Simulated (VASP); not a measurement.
Wanted: the native input for a VASP 6.6.1 run.

| Property | Result |
| --- | --- |
| Task | single point |
| Functional | r2SCAN |
| Potentials or basis | VASP PAW PBE potentials, release 64 (Si, C) |
| Cutoff | 520 eV |
| k mesh | 12 × 12 × 6 |
| Occupations | gaussian, width 0.05 eV |
| Spin | no spin polarisation |
| Dipole correction | no |
| Further INCAR settings | ALGO = Normal; EDIFF = 1e-06; NBANDS = 16 |

The system is SiC.

```
Si C
1.0
     3.07520    0.00000    0.02691
    -1.53760    2.66320   -0.01345
     0.04417    0.00000    5.04817
Si C
2 2
Direct
  0.33333 0.66667 0.00460
  0.66667 0.33333 0.50460
  0.33333 0.66667 0.38040
  0.66667 0.33333 0.88040
```

This cell differs from its parent crystal: strain +0.0175 x Voigt [0, 0, 0, 0, 1, 0].

The input as run:

POSCAR

```
SiC
1.0
    3.0751950059      0.0000000000      0.0269079563
   -1.5375975029      2.6631969967     -0.0134539782
    0.0441714600      0.0000000000      5.0481668544
Si C
2 2
Direct
    0.3333333333      0.6666666667      0.0046028828
    0.6666666667      0.3333333333      0.5046028828
    0.3333333333      0.6666666667      0.3803971172
    0.6666666667      0.3333333333      0.8803971172
```

INCAR.step1

```
SYSTEM = SiC
ALGO = Normal
EDIFF = 1E-4
ENCUT = 520
GGA = PE
ISMEAR = 0
LASPH = .True.
LCHARG = .False.
LREAL = .False.
LWAVE = .True.
NBANDS = 16
NELM = 100
PREC = Accurate
SIGMA = 0.05
```

INCAR.step2

```
SYSTEM = SiC
ALGO = Normal
EDIFF = 1E-6
ENCUT = 520
ISIF = 2
ISMEAR = 0
ISTART = 1
LASPH = .True.
LCHARG = .False.
LMIXTAU = .True.
LREAL = .False.
LWAVE = .False.
METAGGA = R2SCAN
NBANDS = 16
NELM = 100
PREC = Accurate
SIGMA = 0.05
```

KPOINTS

```
k-points
0
Gamma
  12 12 6
  0 0 0
```

Potentials or basis: VASP PAW PBE potentials, release 64 (Si, C).

Command:

```console
$ cat potpaw_PBE.64/Si/POTCAR potpaw_PBE.64/C/POTCAR > POTCAR
$ cp INCAR.step1 INCAR
$ mpirun -np 1 vasp_std > vasp.out
$ cp INCAR.step2 INCAR
$ mpirun -np 1 vasp_std > vasp.out
```

It gave:

The pressure is -0.1 GPa. The largest force is 0.096 eV/Å and the band gap on the k mesh is 2.64 eV (least direct gap 4.49 eV).

Caveat: the cell differs from its parent crystal (strain +0.0175 x Voigt [0, 0, 0, 0, 1, 0]); the PAW data sets were made with another functional, which shifts forces and pressure a little.

Wall time 7.9 min on 1 thread of Intel Xeon 8259CL, on a shared host, peak memory 0.26 GiB.
